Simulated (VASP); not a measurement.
Wanted: the native input for a VASP 6.6.1 run.

```yaml
Task: relaxation of shape and atoms at fixed volume
Functional: LDA
Potentials_or_basis: VASP PAW LDA potentials, release 64 (Ti_sv)
Cutoff: 600 eV
k_mesh: 12 × 12 × 14
Occupations: gaussian, width 0.1 eV
Spin: no spin polarisation
Dipole_correction: no
Further_INCAR_settings: ALGO = Fast; EDIFF = 1e-07; IBRION = 2; EDIFFG = -0.01; NSW = 50; ISIF = 4
```

The structure of Ti lies in POSCAR:

```
Ti
1.0
    4.4948984944      0.0000000028      0.0000000000
   -2.2474492496      3.8926962821      0.0000000000
    0.0000000000      0.0000000000      2.7979836812
Ti
3
Direct
    0.0000000000      0.0000000000      0.0000000000
    0.3333333333      0.6666666667      0.5000000000
    0.6666666667      0.3333333333      0.5000000000
```

This isn't the form of Ti at room conditions, which is hcp.

These files were run (other wordings do the same):

INCAR

```
SYSTEM = Ti
PREC     = Accurate       ! precision mode
ENCUT    = 600            ! plane-wave cutoff, eV
EDIFF    = 1E-7           ! SCF threshold, eV
ISMEAR   = 0              ! smearing method
SIGMA    = 0.1            ! smearing width, eV
LREAL    = .FALSE.        ! projectors in reciprocal space
LASPH    = .TRUE.         ! aspherical terms in the spheres
NELM     = 100            ! most SCF steps
ALGO     = Fast           ! electronic algorithm
ISIF     = 4              ! what is computed and relaxed
LWAVE    = .FALSE.        ! write WAVECAR
LCHARG   = .FALSE.        ! write CHGCAR
IBRION   = 2              ! ionic algorithm
NSW      = 50             ! ionic steps
EDIFFG   = -0.01          ! ionic threshold
```

KPOINTS

```
regular mesh
0
G
  12 12 14
  0 0 0
```

Potentials or basis: VASP PAW LDA potentials, release 64 (Ti_sv).

Command:

```bash
$ cat potpaw_LDA.64/Ti_sv/POTCAR > POTCAR
$ mpirun -np 1 vasp_std > vasp.out
```

It gave:

```yaml
Energy_gained_by_relaxing: 0.1 meV/atom
Ionic_steps: 2
Pressure_after_relaxing: -3.7 GPa
Band_gap_on_the_k_mesh: zero (bands 18 and 19 overlap by 0.36 eV)
```

It took 20 min on 1 thread of Oxide Virtual Turin-like Processor, on a shared host, peak memory 0.24 GiB.
